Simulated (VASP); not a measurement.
SiC, 2 atoms in the cell. It takes space group Cm (No. 8, monoclinic). Conventional cell: a = 5.325 Å, b = 3.075 Å, c = 3.075 Å, α = 90.00°, β = 125.26°, γ = 90.00°. Within 2.2 Å of Si (site symmetry m) lie 4 C at 1.64 to 2.15 Å. Within 2.2 Å of C (site symmetry m) lie 4 Si at 1.64 to 2.15 Å.  This cell differs from its parent crystal: all Si atoms moved +0.312 Å, as atom 1 towards its neighbour atom 1 (Si) at 3.075 Å.

| Quantity | Value |
| --- | --- |
| Program | VASP 6.6.1 |
| Task | single point |
| Functional | r2SCAN |
| Potentials or basis | VASP PAW PBE potentials, release 64 (Si, C) |
| Cutoff | 520 eV |
| k mesh | 12 × 12 × 12 |
| Occupations | gaussian, width 0.05 eV |
| Spin | no spin polarisation |
| Dipole correction | no |
| Further INCAR settings | ALGO = Normal; EDIFF = 1e-06; NBANDS = 11 |

Potentials or basis: VASP PAW PBE potentials, release 64 (Si, C).

Launch:

```bash
$ cat potpaw_PBE.64/Si/POTCAR potpaw_PBE.64/C/POTCAR > POTCAR
$ cp INCAR.step1 INCAR
$ mpirun -np 1 vasp_std > vasp.out
$ cp INCAR.step2 INCAR
$ mpirun -np 1 vasp_std > vasp.out
```

Hardware: 1 thread of Intel(R) Xeon(R) Platinum 8488C (Sapphire Rapids) (shared host).

Question: Estimate the wall time of this run.

Answer: It took 2.9 min on 1 thread of Intel(R) Xeon(R) Platinum 8488C (Sapphire Rapids), on a shared host, peak memory 0.22 GiB. Counts: k points 476.
